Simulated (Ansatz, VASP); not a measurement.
## HfO2 in VASP and in Ansatz

```
CELL_PARAMETERS angstrom
5.11800 0.00000 0.00000
0.00000 5.18570 0.00000
-0.85866 0.00000 5.16173
ATOMIC_POSITIONS crystal
Hf 0.27668 0.04128 0.20792
Hf 0.72332 0.54128 0.29208
Hf 0.72332 0.95872 0.79208
Hf 0.27668 0.45872 0.70792
O 0.44615 0.75883 0.48246
O 0.55385 0.25883 0.01754
O 0.55385 0.24117 0.51754
O 0.44615 0.74117 0.98246
O 0.07582 0.34652 0.33187
O 0.92418 0.84652 0.16813
O 0.92418 0.65348 0.66813
O 0.07582 0.15348 0.83187
```

Change from the starting cell: z stretched by -1 %, ions relaxed.

Alike in both runs: functional PBE; k mesh 6 × 6 × 6; occupations fermi-dirac, width 0.02 eV; no spin polarisation.

Ansatz relaxed the structure, and its values are those at the end. VASP's run is a single point on that final structure, the one shown.

|  | VASP | Ansatz |
| --- | --- | --- |
| version | VASP 6.6.1 | Ansatz 0.2.0 |
| potentials or method | VASP PAW PBE potentials, release 64 (Hf_pv, O) | plane-wave PAW, scalar-relativistic |
| plane-wave cutoff (eV) | 520 | 420 |
| valence electrons in the cell | 88 | 152 |

|  | VASP | Ansatz | Ansatz less VASP |
| --- | --- | --- | --- |
| gap on the k mesh at the Fermi level (eV) | 4.06 | 4.10 | +0.041 |
| pressure (GPa) | 3.3 | 6.5 | +3.24 |
| rms of the force components (eV/Å) | 0.036 | 0.004 | -0.0313 |

VASP's potentials hold 88 valence electrons a cell and Ansatz's 152, so a difference there can come from the potentials and not from the codes. Ansatz's warnings: stress scf threshold loose.

Spin-orbit coupling is off throughout.
